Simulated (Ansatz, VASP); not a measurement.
**Two plane-wave programs on Ru**

```
Ru
1.0
     0.00000    1.88999    1.88999
     1.88999    0.00000    1.88999
     1.88999    1.88999    0.00000
Ru
1
Direct
  0.00000 0.00000 0.00000
```

Alike in both runs: functional PBE; dispersion D3(BJ); k mesh 18 × 18 × 18; occupations gaussian, width 0.1 eV; no spin polarisation.

Ansatz relaxed the structure, and its values are those at the end. VASP's run is a single point on that final structure, the one shown.

```csv
,VASP,Ansatz
version,VASP 6.6.1,Ansatz 0.2.0
potentials or method,"VASP PAW PBE potentials, release 64 (Ru_pv), cutoff 520 eV","scalar-relativistic, plane waves, PAW"
valence electrons in the cell,14,16
```

|  | VASP | Ansatz | Ansatz less VASP |
| --- | --- | --- | --- |
| gap on the k mesh at the Fermi level (eV) | none | none | - |
| pressure (GPa) | -0.1 | 0.0 | +0.07 |

A gap of «none» marks a metal or a gap that the smearing closes. VASP's potentials hold 14 valence electrons a cell and Ansatz's 16, so a difference there can come from the potentials and not from the codes.
